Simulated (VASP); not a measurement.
NbTe6Mo2:

```
Nb Te Mo
1.0
     3.73247    0.00000    0.00000
    -1.86623    3.23241    0.00000
     0.00000    0.00000   21.51398
Nb Te Mo
1 6 2
Direct
  0.00000 0.00000 0.00000
  0.66667 0.33333 0.24854
  0.66667 0.33333 0.58188
  0.66667 0.33333 0.91521
  0.33333 0.66667 0.08479
  0.33333 0.66667 0.41812
  0.33333 0.66667 0.75146
  0.00000 0.00000 0.33333
  0.00000 0.00000 0.66667
```

* Program: VASP 6.6.1
* Task: relaxation of cell and atoms
* Functional: PBE
* Potentials or basis: VASP PAW PBE potentials, release 64 (Nb_sv, Te, Mo_sv)
* Cutoff: 600 eV
* k mesh: 6 × 6 × 1
* Occupations: gaussian, width 0.1 eV
* Spin: no spin polarisation

At the start: pressure -4.4 GPa; volume 28.84 Å³/atom.

Task: Where does the relaxation end?

Result: Over 19 steps the energy falls by 43.6 meV/atom and the volume is 27.97 Å³/atom (-3.0 %); space group P-3m1 (No. 164, to 0.1 Å) before and after.

The path:
```csv
step,energy change (eV),largest force (eV/Å),pressure (GPa),volume (Å³)
1,0.0000,0.6778,-4.41,259.56
2,0.0183,1.3798,6.34,230.83
3,-0.2513,0.6134,0.22,244.76
4,-0.3361,0.2440,0.14,242.82
5,-0.3592,0.2030,0.11,240.56
6,-0.3614,0.0873,0.09,241.13
7,-0.3614,0.1030,0.10,241.06
8,-0.3643,0.1030,0.03,241.63
9,-0.3715,0.1323,-0.09,243.33
10,-0.3790,0.2286,-0.32,246.74
11,-0.3808,0.2050,-0.24,246.79
12,-0.3847,0.1322,0.04,246.94
13,-0.3860,0.0905,0.61,247.23
14,-0.3865,0.0793,0.40,247.13
15,-0.3883,0.0435,0.35,247.92
16,-0.3905,0.1229,0.16,250.29
17,-0.3915,0.0855,-0.01,251.09
18,-0.3916,0.0728,-0.16,251.68
19,-0.3923,0.0291,-0.09,251.76
```

Final structure:
```
Nb Te Mo
1.0
     3.56493    0.00000    0.00000
    -1.78246    3.08732    0.00000
     0.00000    0.00000   22.87437
Nb Te Mo
1 6 2
Direct
  0.00000 0.00000 0.00000
  0.66667 0.33333 0.25265
  0.66667 0.33333 0.58655
  0.66667 0.33333 0.91698
  0.33333 0.66667 0.08302
  0.33333 0.66667 0.41345
  0.33333 0.66667 0.74735
  0.00000 0.00000 0.33311
  0.00000 0.00000 0.66689
```

Caveat: this functional lacks dispersion, which binds layers or chains, so the pressure and a relaxed spacing across them are unreliable.
